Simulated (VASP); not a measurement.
Here is a VASP 6.6.1 calculation.

File INCAR:

```
SYSTEM = SnO
PREC = Accurate ; ENCUT = 520
EDIFF = 1E-6 ; ISMEAR = 0
SIGMA = 0.05 ; LREAL = .False.
LASPH = .True. ; NELM = 80
ALGO = Normal ; ISIF = 2
LWAVE = .False. ; LCHARG = .True.
GGA = CA ; LELF = .True.
LVHAR = .True. ; NBANDS = 28
```

The input KPOINTS:

```
Automatic mesh
0
Gamma
  8 6 6
  0 0 0
```

The input POSCAR:

```
SnO
1.0
    3.3550050000      0.0000000000      0.0000000000
    0.0000000000      5.6741040000      0.0000000000
    0.0000000000      0.0000000000      4.2219700000
Sn O
2 2
Direct
   -0.0948427950      0.1758300047      0.4065586856
    0.5000000000      0.7680910000      0.0131440000
    0.0000000000      0.8912500000      0.7368570000
    0.5000000000      0.1087500000      0.2368570000
```

Potentials or basis: VASP PAW LDA potentials, release 64 (Sn_d, O).

Command:

```console
$ cat potpaw_LDA.64/Sn_d/POTCAR potpaw_LDA.64/O/POTCAR > POTCAR
$ mpirun -np 1 vasp_std > vasp.out
```

Q: Predict the band gap on the k mesh.

A: 0.76 eV (least direct gap 1.02 eV).

Q: Estimate the largest force.

A: 20.708 eV/Å.

Q: Estimate the pressure.

A: 22.6 GPa.

Stress tensor (GPa, compression positive):
```
46.55 13.73 22.30
13.73  8.52 11.18
22.30 11.18 12.58
```

Caveat: the cell differs from its parent crystal (atom 1 (Sn) moved by (-0.450, -0.450) A along [1 1 0] and z); the cell stands under pressure; spin-orbit coupling is left out, which moves the levels of the heavy elements; forces of over 1 eV/Å act on the atoms, so gaps and moduli don't describe the material at rest. A k mesh can miss the band edges.
